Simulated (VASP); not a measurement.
# Li3Br (Pm) in VASP: single point with PBE

Aim: the single point of Li3Br with PBE.

Everything below comes from runs of VASP 6.6.1. Logs are shortened: lines on timing, memory, paths and dates and some standing lists are left out, and cuts for length are marked.

**1. The cell of the first run**

It takes space group Pm (No. 6, monoclinic). Conventional cell: a = 3.551 Å, b = 5.790 Å, c = 6.415 Å, α = 90.00°, β = 90.04°, γ = 90.00°. Within 3.3 Å of Li (site symmetry 1) lie 1 Br at 2.54 Å and 2 Li at 2.75 to 3.04 Å. Within 3.3 Å of Li (site symmetry m) lie 2 Br at 2.50 Å. Within 3.3 Å of Br (site symmetry m) lie 4 Li at 2.50 to 2.54 Å.

**2. Single point, PBE**

File INCAR:

```
ALGO = Normal
EDIFF = 1E-6
ENCUT = 520
GGA = PE
ISIF = 2
ISMEAR = 0
LASPH = True
LCHARG = False
LREAL = False
LWAVE = False
NBANDS = 16
NELM = 80
PREC = Accurate
SIGMA = 0.1
```

File KPOINTS:

```
k-points
0
Gamma
  6 4 4
```

File POSCAR:

```
Li3Br
1.0
    3.5355889926      0.0000000000      0.3327246316
    0.0000000000      5.7902311331      0.0000000000
   -0.6060151197      0.0000000000      6.3860251808
Li Br
3 1
Direct
    0.2100935420      0.7629097916      0.3182444446
    0.2100935420      0.2370902084      0.3182444446
    0.7115442239      0.0000000000      0.7112546896
    0.2118713862      0.0000000000     -0.0144102454
```

Potentials or basis: VASP PAW PBE potentials, release 64 (Li_sv, Br).

Command:

```console
> cat potpaw_PBE.64/Li_sv/POTCAR potpaw_PBE.64/Br/POTCAR > POTCAR
> mpirun -np 1 vasp_std > vasp.out
```

OUTCAR:

```text
EDIFF = 1E-6
   ENCUT = 520
   GGA = PE
   ISIF = 2
   ISMEAR = 0
   LASPH = True
   LREAL = False
   NELM = 80
   PREC = Accurate

 ion  position               nearest neighbor table
   1  0.210  0.763  0.318-   4 2.54
   2  0.210  0.237  0.318-   4 2.54
   3  0.712  0.000  0.711-   4 2.50   4 2.50
   4  0.212  0.000  0.986-   3 2.50   3 2.50   1 2.54   2 2.54

  LATTYP: Found a simple monoclinic cell.
 ALAT       =     3.5512103859
 B/A-ratio  =     1.6304950999
 C/A-ratio  =     1.8063461660
 COS(beta)  =    -0.0007828142

  Lattice vectors:

 A1 = (   3.5355889926,   0.0000000000,   0.3327246316)
 A2 = (   0.0000000000,   5.7902311331,   0.0000000000)
 A3 = (  -0.6060151197,   0.0000000000,   6.3860251808)

Analysis of symmetry for initial positions (statically):
=====================================================================
 Subroutine PRICEL returns:
 Original cell was already a primitive cell.

 Routine SETGRP: Setting up the symmetry group for a
 simple monoclinic supercell.

 Subroutine GETGRP returns: Found  2 space group operations
 (whereof  2 operations were pure point group operations)
 out of a pool of  4 trial point group operations.

The static configuration has the point symmetry C_1h.

Analysis of symmetry for dynamics (positions and initial velocities):
=====================================================================
 Subroutine PRICEL returns:
 Original cell was already a primitive cell.

 Routine SETGRP: Setting up the symmetry group for a
 simple monoclinic supercell.

 Subroutine GETGRP returns: Found  2 space group operations
 (whereof  2 operations were pure point group operations)
 out of a pool of  4 trial point group operations.

The dynamic configuration has the point symmetry C_1h.

 Subroutine INISYM returns: Found  2 space group operations
 (whereof  2 operations are pure point group operations),
 and found     1 'primitive' translations

----------------------------------------------------------------------------------------

                                     Primitive cell

  volume of cell :     131.9014

  direct lattice vectors                    reciprocal lattice vectors
     3.535588993  0.000000000  0.332724632     0.280334775  0.000000000  0.026602951
     0.000000000  5.790231133  0.000000000     0.000000000  0.172704677  0.000000000
    -0.606015120  0.000000000  6.386025181    -0.014606000  0.000000000  0.155205862

  length of vectors
     3.551210386  5.790231133  6.414715265     0.281594217  0.172704677  0.155891612

  position of ions in fractional coordinates (direct lattice)
     0.210093542  0.762909792  0.318244445
     0.210093542  0.237090208  0.318244445
     0.711544224  0.000000000  0.711254690
     0.211871386  0.000000000  0.985589755

  ion indices of the primitive-cell ions
   primitive index   ion index
                 1           1
                 2           2
                 3           3
                 4           4

----------------------------------------------------------------------------------------

 KPOINTS: k-points

Automatic generation of k-mesh.
 Grid dimensions read from file:
 generate k-points for:    6    4    4

 Generating k-lattice:

  Cartesian coordinates                     Fractional coordinates (reciprocal lattice)
     0.046722462  0.000000000  0.004433825     0.166666667  0.000000000 -0.000000000
     0.000000000  0.043176169  0.000000000     0.000000000  0.250000000  0.000000000
    -0.003651500  0.000000000  0.038801466     0.000000000  0.000000000  0.250000000

  Length of vectors
     0.046932369  0.043176169  0.038972903

  Shift w.r.t. Gamma in fractional coordinates (k-lattice)
     0.000000000  0.000000000  0.000000000

 Subroutine IBZKPT returns following result:
 ===========================================

 Found     42 irreducible k-points:

 Following reciprocal coordinates:
            Coordinates               Weight
  0.000000  0.000000  0.000000      1.000000
  0.166667  0.000000  0.000000      2.000000
  0.333333  0.000000  0.000000      2.000000
  0.500000  0.000000  0.000000      1.000000
  0.000000  0.250000  0.000000      2.000000
  0.166667  0.250000  0.000000      4.000000
[... 16 lines left out ...]
 -0.333333  0.250000  0.250000      4.000000
 -0.166667  0.250000  0.250000      4.000000
 [... further k-points ...]
   k-points           NKPTS =     42   k-points in BZ     NKDIM =     42   number of bands    NBANDS=     16
   number of dos      NEDOS =    301   number of ions     NIONS =      4
   total plane-waves  NPLWV =  64512
   dimension x,y,z NGX =    28 NGY =   48 NGZ =   48
   dimension x,y,z NGXF=    56 NGYF=   96 NGZF=   96
   ions per type =               3   1
   NGX,Y,Z   is equivalent  to a cutoff of  13.11, 13.78, 12.44 a.u.
   NGXF,Y,Z  is equivalent  to a cutoff of  26.22, 27.56, 24.88 a.u.
 SYSTEM =  unknown system
   PREC   = accura    normal or accurate (medium, high low for compatibility)
   ISTART =      0    job   : 0-new  1-cont  2-samecut
   ICHARG =      2    charge: 1-file 2-atom 10-const
   ISPIN  =      1    spin polarized calculation?
   LNONCOLLINEAR =      F non collinear calculations
   LSORBIT =      F    spin-orbit coupling
   LASPH  =      T    aspherical Exc in radial PAW
   ENCUT  =  520.0 eV  38.22 Ry    6.18 a.u.   6.60 10.77 11.93*2*pi/ulx,y,z
   NELM   =     80;   NELMIN=  2; NELMDL= -5     # of ELM steps
   EDIFF  = 0.1E-05   stopping-criterion for ELM
   LREAL  =      F    real-space projection
   EDIFFG = 0.1E-04   stopping-criterion for IOM
   NSW    =      0    number of steps for IOM
   IBRION =     -1    ionic relax: 0-MD 1-quasi-New 2-CG
   NFREE  =      0    steps in history (QN), initial steepest desc. (CG)
   ISIF   =      2    stress and relaxation
   ISYM   =      2    0-nonsym 1-usesym 2-fastsym
   POTIM  = 0.5000    time-step for ionic-motion
   TEBEG  =    0.0;   TEEND  =   0.0 temperature during run
   PSTRESS=    0.0 pullay stress
   NELECT =      16.0000    total number of electrons
   NUPDOWN=      -1.0000    fix difference up-down
   EMIN   =  10.00;   EMAX   =-10.00  energy-range for DOS
   EFERMI =   0.00;   METHOD = LEGACY
   ISMEAR =     0;   SIGMA  =   0.10  broadening in eV -4-tet -1-fermi 0-gaus
   EFERMI_NEDOS =   21; number of points for ismear=-14 and -15
   IALGO  =     38    algorithm
   IMIX   =      4    mixing-type and parameters
     AMIX     =   0.40;   BMIX     =  1.00
     AMIX_MAG =   1.60;   BMIX_MAG =  1.00
  volume/ion in A,a.u.               =      32.98       222.53
  Fermi-wavevector in a.u.,A,eV,Ry     =   0.810398  1.531430  8.935555  0.656745
  Thomas-Fermi vector in A             =   1.919566
   LORBIT       =      0    0 simple, 1 ext, 2 COOP (PROOUT), +10 PAW based schemes
   GGA     = PE    functional components
   LHFCALC =     F    Hartree Fock is set to
   AEXX    =    0.0000 exact exchange contribution
   IVDW    =     0    specifies the selected vdW correction
   LEPSILON=     F    determine dielectric tensor
   LRPA    =     F    only Hartree local field effects (RPA)
 non-spin polarized calculation
 Gauss-broadening in eV      SIGMA  =   0.10
  energy-cutoff  :      520.00
  volume of cell :      131.90
 maximum number of plane-waves:      3574
 NGX is ok and might be reduce to    28
   NGX = 13   NGY = 21   NGZ = 23

 number of electron      16.0000007 magnetization

 Free energy of the ion-electron system (eV)
  ---------------------------------------------------
  ext. energy  EPLUGINS =         0.00000000
  ---------------------------------------------------
  free energy    TOTEN  =        -9.26065635 eV

  energy without entropy =       -9.25280535  energy(sigma->0) =       -9.25673085

 E-fermi :   0.3880     XC(G=0):  -6.0535

 val. band max:        0.3676164817   @ k =   0.3333   0.5000   0.2500
 cond. band min:       0.3997920797   @ k =   0.0000   0.2500   0.5000
 fundamental gap:      0.0321755980
 Fermi energy:         0.3880152802

 k-point     1 :       0.0000    0.0000    0.0000
  band No.  band energies     occupation
      1     -47.2441      2.00000
      2     -47.2315      2.00000
      3     -46.9780      2.00000
      4     -16.0601      2.00000
      5      -4.9165      2.00000
      6      -4.2293      2.00000
[... 8 lines left out ...]
     15       7.2288      0.00000
     16       7.5368      0.00000

 k-point     2 :       0.1667    0.0000    0.0000
  band No.  band energies     occupation
      1     -47.2439      2.00000
      2     -47.2313      2.00000
      3     -46.9777      2.00000
      4     -15.9822      2.00000
      5      -4.8262      2.00000
      6      -4.1094      2.00000
[... 8 lines left out ...]
     15       6.7474      0.00000
     16       7.1910      0.00000

 k-point     3 :       0.3333    0.0000    0.0000
  band No.  band energies     occupation
      1     -47.2434      2.00000
      2     -47.2309      2.00000
      3     -46.9771      2.00000
      4     -15.8177      2.00000
      5      -4.7104      2.00000
      6      -4.6295      2.00000
[... 8 lines left out ...]
     15       6.1438      0.00000
     16       6.5559      0.00000

 k-point     4 :       0.5000    0.0000    0.0000
  band No.  band energies     occupation
      1     -47.2431      2.00000
      2     -47.2306      2.00000
      3     -46.9768      2.00000
      4     -15.7304      2.00000
      5      -5.2119      2.00000
      6      -4.5275      2.00000
[... 8 lines left out ...]
     15       5.7844      0.00000
     16       6.3788      0.00000

 k-point     5 :       0.0000    0.2500    0.0000
  band No.  band energies     occupation
      1     -47.2428      2.00000
      2     -47.2327      2.00000
      3     -46.9780      2.00000
      4     -16.0588      2.00000
      5      -4.9078      2.00000
      6      -4.3303      2.00000
[... 8 lines left out ...]
     15       7.4315      0.00000
     16       7.4484      0.00000

 k-point     6 :       0.1667    0.2500    0.0000
  band No.  band energies     occupation
      1     -47.2426      2.00000
      2     -47.2325      2.00000
      3     -46.9777      2.00000
      4     -15.9810      2.00000
      5      -4.8182      2.00000
      6      -4.2010      2.00000
[... 8 lines left out ...]
     15       6.6172      0.00000
     16       7.3294      0.00000

 k-point     7 :       0.3333    0.2500    0.0000
  band No.  band energies     occupation
      1     -47.2421      2.00000
      2     -47.2321      2.00000
      3     -46.9771      2.00000
      4     -15.8167      2.00000
      5      -4.6995      2.00000
      6      -4.6238      2.00000
[... 8 lines left out ...]
     15       6.5622      0.00000
     16       6.8185      0.00000

 k-point     8 :       0.5000    0.2500    0.0000
  band No.  band energies     occupation
      1     -47.2419      2.00000
      2     -47.2319      2.00000
      3     -46.9768      2.00000
      4     -15.7294      2.00000
      5      -5.2011      2.00000
      6      -4.5228      2.00000
[... 8 lines left out ...]
     15       6.2178      0.00000
     16       6.3547      0.00000

 k-point     9 :       0.0000    0.5000    0.0000
  band No.  band energies     occupation
      1     -47.2411      2.00000
      2     -47.2345      2.00000
      3     -46.9780      2.00000
      4     -16.0575      2.00000
      5      -4.8988      2.00000
      6      -4.4227      2.00000
[... 8 lines left out ...]
     15       7.0494      0.00000
     16       7.1482      0.00000
[... 172 lines left out ...]
 k-point    19 :       0.0000    0.2500    0.2500
  band No.  band energies     occupation
      1     -47.2428      2.00000
      2     -47.2328      2.00000
      3     -46.9780      2.00000
      4     -16.0586      2.00000
      5      -4.9660      2.00000
      6      -4.3248      2.00000
[... 8 lines left out ...]
     15       6.9173      0.00000
     16       7.1024      0.00000

 k-point    20 :       0.1667    0.2500    0.2500
  band No.  band energies     occupation
      1     -47.2426      2.00000
      2     -47.2325      2.00000
      3     -46.9777      2.00000
      4     -15.9809      2.00000
      5      -4.8717      2.00000
      6      -4.1967      2.00000
[... 8 lines left out ...]
     15       6.6379      0.00000
     16       7.1586      0.00000

 k-point    21 :       0.3333    0.2500    0.2500
  band No.  band energies     occupation
      1     -47.2421      2.00000
      2     -47.2321      2.00000
      3     -46.9771      2.00000
      4     -15.8165      2.00000
      5      -4.7053      2.00000
      6      -4.6558      2.00000
[... 8 lines left out ...]
     15       5.9574      0.00000
     16       6.5029      0.00000

 k-point    22 :       0.5000    0.2500    0.2500
  band No.  band energies     occupation
      1     -47.2419      2.00000
      2     -47.2319      2.00000
      3     -46.9768      2.00000
      4     -15.7292      2.00000
      5      -5.1991      2.00000
      6      -4.5543      2.00000
[... 8 lines left out ...]
     15       5.7929      0.00000
     16       6.4961      0.00000

 k-point    23 :      -0.3333    0.2500    0.2500
  band No.  band energies     occupation
      1     -47.2421      2.00000
      2     -47.2321      2.00000
      3     -46.9771      2.00000
      4     -15.8165      2.00000
      5      -4.7059      2.00000
      6      -4.6549      2.00000
[... 8 lines left out ...]
     15       5.9523      0.00000
     16       6.5049      0.00000

 k-point    24 :      -0.1667    0.2500    0.2500
  band No.  band energies     occupation
      1     -47.2426      2.00000
      2     -47.2325      2.00000
      3     -46.9777      2.00000
      4     -15.9809      2.00000
      5      -4.8716      2.00000
      6      -4.1967      2.00000
[... 8 lines left out ...]
     15       6.6356      0.00000
     16       7.1597      0.00000

 [... further k-points ...]
[... 5 lines left out ...]
  --------------------------------------------------------------------------------------
  -------------------------------------------------------------------------------------
  Total       -0.0566380     -0.0191132     -0.0885890      0.0000000      0.0000000      0.0037534
  in kB       -0.6879695     -0.2321639     -1.0760709      0.0000000      0.0000000      0.0455913
  external PRESSURE =      -0.6654014 kB  Pullay stress =       0.0000000 kB

 VOLUME and BASIS-vectors are now :
 -----------------------------------------------------------------------------
  energy-cutoff  :      520.00
  volume of cell :      131.90
      direct lattice vectors                 reciprocal lattice vectors
     3.535588993  0.000000000  0.332724632     0.280334775  0.000000000  0.026602951
     0.000000000  5.790231133  0.000000000     0.000000000  0.172704677  0.000000000
    -0.606015120  0.000000000  6.386025181    -0.014606000  0.000000000  0.155205862

 POSITION                                       TOTAL-FORCE (eV/Angst)
 -----------------------------------------------------------------------------------
      0.54994      4.41742      2.10222         0.001183      0.005078     -0.002189
      0.54994      1.37281      2.10222         0.001183     -0.005078     -0.002189
      2.08470      0.00000      4.77884        -0.001190      0.000000      0.006741
      0.15181      0.00000      6.36450        -0.001176      0.000000     -0.002364
 -----------------------------------------------------------------------------------
    total drift:                                0.001622      0.000000      0.000253

  FREE ENERGIE OF THE ION-ELECTRON SYSTEM (eV)
  ---------------------------------------------------
  free  energy   TOTEN  =        -9.2606563479 eV

  energy  without entropy=       -9.2528053474  energy(sigma->0) =       -9.25673085
```

It took 2.3 min on 1 thread of AMD EPYC 7R13, shared host; peak memory 0.23 GiB.

Results:

| Quantity | Value |
| --- | --- |
| Free energy | -9.2607 eV |
| Largest force | 0.007 eV/Å |
| Band gap on the k mesh | zero (band 8 reaches 1.28 eV, above the bottom of band 9 at -0.40 eV) |

Forces on the atoms (eV/Å):
```
Li   0.001  0.005 -0.002
Li   0.001 -0.005 -0.002
Li  -0.001  0.000  0.007
Br  -0.001  0.000 -0.002
```

Levels at points of the mesh, in eV from the Fermi level:
```
           k point  band 6  band 7  band 8  band 9  band 10  band 11
(0.00, 0.00, 0.00)   -4.62   -3.07   -2.01    0.24     2.37     2.99
(0.50, 0.00, 0.00)   -4.92   -4.09    0.09    0.70     2.11     2.84
(0.00, 0.50, 0.00)   -4.81   -3.07   -1.29   -0.68     1.73     3.88
(0.50, 0.50, 0.00)   -4.91   -4.19    0.89    0.91     1.04     1.98
(0.00, 0.00, 0.50)   -4.62   -3.07   -1.39    0.17     1.60     2.06
(0.50, 0.00, 0.50)   -4.98   -4.09   -0.04    1.35     2.27     3.41
(0.00, 0.50, 0.50)   -4.79   -3.06   -0.88   -0.58     1.96     2.44
(0.50, 0.50, 0.50)   -4.97   -4.19    0.71    1.22     1.91     1.94
```

Caveat: the cutoff is under 1.25 times the usual one of these potentials, so pressure, stress and relaxed cells hold a basis-set (Pulay) error.
